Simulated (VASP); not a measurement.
# Hg (C2/m) in VASP: density of states with PBE

Aim: the density of states of Hg with PBE.

Everything below comes from runs of VASP 6.6.1. Logs are shortened: lines on timing, memory, paths and dates and some standing lists are left out, and cuts for length are marked.

### Step 1. The cell of the first run

The structure is monoclinic, space group C2/m (No. 12). The conventional cell has a = 4.249 Å, b = 5.345 Å, c = 3.583 Å, α = 90.00°, β = 126.18°, γ = 90.00°. Hg (site symmetry 2/m) has 14 Hg at 3.41 to 4.25 Å within 4.5 Å.

### Step 2. Density of states, PBE

Contents of POSCAR:

```
Hg
1.0
    2.1243184923     -2.6725824964      0.0000000000
    2.1243184923      2.6725824964      0.0000000000
   -2.1151288124      0.0000000000      2.8921990043
Hg
1
Direct
    0.0000000000      0.0000000000      0.0000000000
```

Contents of INCAR.step1:

```
SYSTEM = Hg
PREC = Accurate ; ENCUT = 520
EDIFF = 1E-7 ; ISMEAR = 0
SIGMA = 0.05 ; LREAL = .FALSE.
LASPH = .TRUE. ; NELM = 80
ALGO = Fast ; ISIF = 2
LWAVE = .FALSE. ; LCHARG = .TRUE.
GGA = PE ; NBANDS = 12
```

Contents of KPOINTS.step1:

```
regular mesh
0
G
  12 12 12
  0 0 0
```

Contents of INCAR.step2:

```
SYSTEM = Hg
PREC = Accurate ; ENCUT = 520
EDIFF = 1E-7 ; ISMEAR = -5
SIGMA = 0.05 ; LREAL = .FALSE.
LASPH = .TRUE. ; NELM = 80
ALGO = Fast ; ISIF = 2
LWAVE = .FALSE. ; LCHARG = .FALSE.
GGA = PE ; LORBIT = 11
NEDOS = 2001 ; ICHARG = 11
```

Contents of KPOINTS.step2:

```
regular mesh
0
G
  18 18 18
  0 0 0
```

Potentials or basis: VASP PAW PBE potentials, release 64 (Hg).

The run is started by

```
cat potpaw_PBE.64/Hg/POTCAR > POTCAR
cp INCAR.step1 INCAR
cp KPOINTS.step1 KPOINTS
mpirun -np 1 vasp_std > vasp.out
cp INCAR.step2 INCAR
cp KPOINTS.step2 KPOINTS
mpirun -np 1 vasp_std > vasp.out
```

OUTCAR:

```text
SYSTEM = Hg
   PREC = Accurate
   ENCUT = 520
   EDIFF = 1E-7
   ISMEAR = -5
   LREAL = .FALSE.
   LASPH = .TRUE.
   NELM = 80
   ISIF = 2
   GGA = PE
   LORBIT = 11
   ICHARG = 11

 ion  position               nearest neighbor table
   1  0.000  0.000  0.000-

  LATTYP: Found a base centered monoclinic cell.
 ALAT       =     4.2486369846
 B/A-ratio  =     1.2580893619
 C/A-ratio  =     0.8433521464
 COS(beta)  =    -0.5903074188

  Lattice vectors:

 A1 = (   2.1243184923,  -2.6725824964,   0.0000000000)
 A2 = (   2.1243184923,   2.6725824964,   0.0000000000)
 A3 = (  -2.1151288124,   0.0000000000,   2.8921990043)

Analysis of symmetry for initial positions (statically):
=====================================================================
 Subroutine PRICEL returns:
 Original cell was already a primitive cell.

 Routine SETGRP: Setting up the symmetry group for a
 base centered monoclinic supercell.

 Subroutine GETGRP returns: Found  4 space group operations
 (whereof  4 operations were pure point group operations)
 out of a pool of  4 trial point group operations.

The static configuration has the point symmetry C_2h.

Analysis of symmetry for dynamics (positions and initial velocities):
=====================================================================
 Subroutine PRICEL returns:
 Original cell was already a primitive cell.

 Routine SETGRP: Setting up the symmetry group for a
 base centered monoclinic supercell.

 Subroutine GETGRP returns: Found  4 space group operations
 (whereof  4 operations were pure point group operations)
 out of a pool of  4 trial point group operations.

The dynamic configuration has the point symmetry C_2h.

 Subroutine INISYM returns: Found  4 space group operations
 (whereof  4 operations are pure point group operations),
 and found     1 'primitive' translations

----------------------------------------------------------------------------------------

                                     Primitive cell

  volume of cell :      32.8404

  direct lattice vectors                    reciprocal lattice vectors
     2.124318492 -2.672582496  0.000000000     0.235369603 -0.187084964  0.172130973
     2.124318492  2.672582496  0.000000000     0.235369603  0.187084964  0.172130973
    -2.115128812  0.000000000  2.892199004     0.000000000  0.000000000  0.345757674

  length of vectors
     3.414004431  3.414004431  3.583097120     0.346451592  0.346451592  0.345757674

  position of ions in fractional coordinates (direct lattice)
     0.000000000  0.000000000  0.000000000

  ion indices of the primitive-cell ions
   primitive index   ion index
                 1           1

----------------------------------------------------------------------------------------

 KPOINTS: regular mesh

Automatic generation of k-mesh.
 Grid dimensions read from file:
 generate k-points for:   18   18   18

 Generating k-lattice:

  Cartesian coordinates                     Fractional coordinates (reciprocal lattice)
     0.013076089 -0.010393609  0.009562832     0.055555556 -0.000000000  0.000000000
     0.013076089  0.010393609  0.009562832    -0.000000000  0.055555556  0.000000000
     0.000000000  0.000000000  0.019208760     0.000000000  0.000000000  0.055555556

  Length of vectors
     0.019247311  0.019247311  0.019208760

  Shift w.r.t. Gamma in fractional coordinates (k-lattice)
     0.000000000  0.000000000  0.000000000

 TETIRR: Found   8748 inequivalent tetrahedra from    34992

 Subroutine IBZKPT returns following result:
 ===========================================

 Found   1550 irreducible k-points:

 Following reciprocal coordinates:
            Coordinates               Weight
  0.000000  0.000000  0.000000      1.000000
  0.055556  0.000000  0.000000      4.000000
  0.111111  0.000000  0.000000      4.000000
  0.166667  0.000000  0.000000      4.000000
  0.222222 -0.000000  0.000000      4.000000
  0.277778  0.000000  0.000000      4.000000
[... 16 lines left out ...]
 -0.277778  0.055556  0.000000      4.000000
 -0.222222  0.055556 -0.000000      4.000000
 [... further k-points ...]
   k-points           NKPTS =   1550   k-points in BZ     NKDIM =   1550   number of bands    NBANDS=     10
   number of dos      NEDOS =   2001   number of ions     NIONS =      1
   total plane-waves  NPLWV =  21952
   dimension x,y,z NGX =    28 NGY =   28 NGZ =   28
   dimension x,y,z NGXF=    56 NGYF=   56 NGZF=   56
   ions per type =               1
   NGX,Y,Z   is equivalent  to a cutoff of  13.63, 13.63, 12.99 a.u.
   NGXF,Y,Z  is equivalent  to a cutoff of  27.27, 27.27, 25.98 a.u.
 SYSTEM =  Hg
   PREC   = accura    normal or accurate (medium, high low for compatibility)
   ISTART =      0    job   : 0-new  1-cont  2-samecut
   ICHARG =     11    charge: 1-file 2-atom 10-const
   ISPIN  =      1    spin polarized calculation?
   LNONCOLLINEAR =      F non collinear calculations
   LSORBIT =      F    spin-orbit coupling
   LASPH  =      T    aspherical Exc in radial PAW
   ENCUT  =  520.0 eV  38.22 Ry    6.18 a.u.   6.35  6.35  6.66*2*pi/ulx,y,z
   NELM   =     80;   NELMIN=  2; NELMDL=  0     # of ELM steps
   EDIFF  = 0.1E-06   stopping-criterion for ELM
   LREAL  =      F    real-space projection
   EDIFFG = 0.1E-05   stopping-criterion for IOM
   NSW    =      0    number of steps for IOM
   IBRION =     -1    ionic relax: 0-MD 1-quasi-New 2-CG
   NFREE  =      0    steps in history (QN), initial steepest desc. (CG)
   ISIF   =      2    stress and relaxation
   ISYM   =      2    0-nonsym 1-usesym 2-fastsym
   POTIM  = 0.5000    time-step for ionic-motion
   TEBEG  =    0.0;   TEEND  =   0.0 temperature during run
   PSTRESS=    0.0 pullay stress
   NELECT =      12.0000    total number of electrons
   NUPDOWN=      -1.0000    fix difference up-down
   EMIN   =  10.00;   EMAX   =-10.00  energy-range for DOS
   EFERMI =   0.00;   METHOD = LEGACY
   ISMEAR =    -5;   SIGMA  =   0.05  broadening in eV -4-tet -1-fermi 0-gaus
   EFERMI_NEDOS =   21; number of points for ismear=-14 and -15
   IALGO  =     68    algorithm
   IMIX   =      4    mixing-type and parameters
     AMIX     =   0.40;   BMIX     =  1.00
     AMIX_MAG =   1.60;   BMIX_MAG =  1.00
  volume/ion in A,a.u.               =      32.84       221.62
  Fermi-wavevector in a.u.,A,eV,Ry     =   1.170395  2.211725 18.637577  1.369823
  Thomas-Fermi vector in A             =   2.306854
   LORBIT       =     11    0 simple, 1 ext, 2 COOP (PROOUT), +10 PAW based schemes
   GGA     = PE    functional components
   LHFCALC =     F    Hartree Fock is set to
   AEXX    =    0.0000 exact exchange contribution
   IVDW    =     0    specifies the selected vdW correction
   LEPSILON=     F    determine dielectric tensor
   LRPA    =     F    only Hartree local field effects (RPA)
 non-spin polarized calculation
 RMM-DIIS sequential band-by-band and
 Fermi weights with tetrahedron method with Bloechl corrections
  energy-cutoff  :      520.00
  volume of cell :       32.84
 maximum number of plane-waves:       898
 NGX is ok and might be reduce to    28

 number of electron      11.9999998 magnetization

 Free energy of the ion-electron system (eV)
  ---------------------------------------------------
  ext. energy  EPLUGINS =         0.00000000
  ---------------------------------------------------
  free energy    TOTEN  =        -0.17355567 eV

  energy without entropy =       -0.17355567  energy(sigma->0) =       -0.17355567

 E-fermi :   0.7021     XC(G=0):  -9.0983

 val. band max:        0.7435274827   @ k =  -0.4444   0.4444   0.3889
 cond. band min:       0.5524000239   @ k =   0.4444   0.0556   0.0556
 fundamental gap:     -0.1911274588
 Fermi energy:         0.7021321233

 k-point     1 :       0.0000    0.0000    0.0000
  band No.  band energies     occupation
      1      -6.1752      2.00000
      2      -5.8312      2.00000
      3      -5.6159      2.00000
      4      -5.5904      2.00000
      5      -5.2807      2.00000
      6      -5.1618      2.00000
      7      12.3820      0.00000
      8      12.5760      0.00000
      9      12.9702      0.00000
     10      14.1407      0.00000

 k-point     2 :       0.0556    0.0000    0.0000
  band No.  band energies     occupation
      1      -6.1153      2.00000
      2      -5.8208      2.00000
      3      -5.6162      2.00000
      4      -5.5795      2.00000
      5      -5.2844      2.00000
      6      -5.1664      2.00000
      7      11.8282      0.00000
      8      12.2962      0.00000
      9      12.7791      0.00000
     10      13.9823      0.00000

 k-point     3 :       0.1111    0.0000    0.0000
  band No.  band energies     occupation
      1      -5.9680      2.00000
      2      -5.7688      2.00000
      3      -5.6250      2.00000
      4      -5.5314      2.00000
      5      -5.2930      2.00000
      6      -5.1783      2.00000
      7      10.3207      0.00000
      8      11.7514      0.00000
      9      12.5141      0.00000
     10      13.6928      0.00000

 k-point     4 :       0.1667    0.0000    0.0000
  band No.  band energies     occupation
      1      -5.8899      2.00000
      2      -5.6810      2.00000
      3      -5.5306      2.00000
      4      -5.4129      2.00000
      5      -5.2941      2.00000
      6      -5.1924      2.00000
      7       8.6006      0.00000
      8      11.0694      0.00000
      9      12.1420      0.00000
     10      13.3750      0.00000

 k-point     5 :       0.2222   -0.0000    0.0000
  band No.  band energies     occupation
      1      -5.8894      2.00000
      2      -5.7147      2.00000
      3      -5.3750      2.00000
      4      -5.3196      2.00000
      5      -5.2035      2.00000
      6      -4.9904      2.00000
      7       6.8846      0.00000
      8      10.3678      0.00000
      9      11.7101      0.00000
     10      13.0744      0.00000

 k-point     6 :       0.2778    0.0000    0.0000
  band No.  band energies     occupation
      1      -5.9138      2.00000
      2      -5.7610      2.00000
      3      -5.3196      2.00000
      4      -5.2516      2.00000
      5      -5.2007      2.00000
      6      -4.3988      2.00000
      7       5.2351      0.00000
      8       9.7177      0.00000
      9      11.2835      0.00000
     10      12.8245      0.00000
[... 183 lines left out ...]
 k-point    21 :      -0.3889    0.0556   -0.0000
  band No.  band energies     occupation
      1      -5.9445      2.00000
      2      -5.8193      2.00000
      3      -5.3400      2.00000
      4      -5.1971      2.00000
      5      -5.0775      2.00000
      6      -3.1276      2.00000
      7       2.8605      0.00000
      8       8.8168      0.00000
      9      10.4345      0.00000
     10      12.7106      0.00000

 k-point    22 :      -0.3333    0.0556    0.0000
  band No.  band energies     occupation
      1      -5.9020      2.00000
      2      -5.7856      2.00000
      3      -5.3347      2.00000
      4      -5.2131      2.00000
      5      -5.1898      2.00000
      6      -3.9202      2.00000
      7       4.3431      0.00000
      8       9.3101      0.00000
      9      10.8671      0.00000
     10      12.8547      0.00000

 k-point    23 :      -0.2778    0.0556    0.0000
  band No.  band energies     occupation
      1      -5.8643      2.00000
      2      -5.7433      2.00000
      3      -5.3287      2.00000
      4      -5.3192      2.00000
      5      -5.2195      2.00000
      6      -4.5948      2.00000
      7       5.9386      0.00000
      8       9.9136      0.00000
      9      11.3904      0.00000
     10      13.0578      0.00000

 k-point    24 :      -0.2222    0.0556   -0.0000
  band No.  band energies     occupation
      1      -5.8437      2.00000
      2      -5.6997      2.00000
      3      -5.4428      2.00000
      4      -5.3195      2.00000
      5      -5.2453      2.00000
      6      -5.1101      2.00000
      7       7.6216      0.00000
      8      10.5890      0.00000
      9      11.9467      0.00000
     10      13.3139      0.00000

 [... further k-points ...]

------------------------ aborting loop because EDIFF is reached ----------------------------------------

  FORCE on cell =-STRESS in cart. coord.  units (eV):
  Direction    XX          YY          ZZ          XY          YZ          ZX
  --------------------------------------------------------------------------------------
  -------------------------------------------------------------------------------------
  Total       -0.0644175     -0.0004180     -0.1231192      0.0000000      0.0000000     -0.0030695
  in kB       -3.1427167     -0.0203908     -6.0065824      0.0000000      0.0000000     -0.1497519
  external PRESSURE =      -3.0565633 kB  Pullay stress =       0.0000000 kB

 VOLUME and BASIS-vectors are now :
 -----------------------------------------------------------------------------
  energy-cutoff  :      520.00
  volume of cell :       32.84
      direct lattice vectors                 reciprocal lattice vectors
     2.124318492 -2.672582496  0.000000000     0.235369603 -0.187084964  0.172130973
     2.124318492  2.672582496  0.000000000     0.235369603  0.187084964  0.172130973
    -2.115128812  0.000000000  2.892199004     0.000000000  0.000000000  0.345757674

 POSITION                                       TOTAL-FORCE (eV/Angst)
 -----------------------------------------------------------------------------------
      0.00000      0.00000      0.00000        -0.000000     -0.000000      0.000000
 -----------------------------------------------------------------------------------
    total drift:                               -0.000000     -0.000000      0.000000

  FREE ENERGIE OF THE ION-ELECTRON SYSTEM (eV)
  ---------------------------------------------------
  free  energy   TOTEN  =        -0.1735556702 eV

  energy  without entropy=       -0.1735556702  energy(sigma->0) =       -0.17355567

 total charge

# of ion       s       p       d       tot
------------------------------------------
    1        0.983   0.082   9.348  10.413
```

Wall time 16 min (1 thread of AMD EPYC 7R13, shared host); peak memory 0.57 GiB.

Results:

* Valence electrons inside the program's atomic spheres: Hg 10.41

Caveat: spin-orbit coupling is left out, which moves the levels of the heavy elements; tetrahedron occupations give inexact forces and stress in metals.
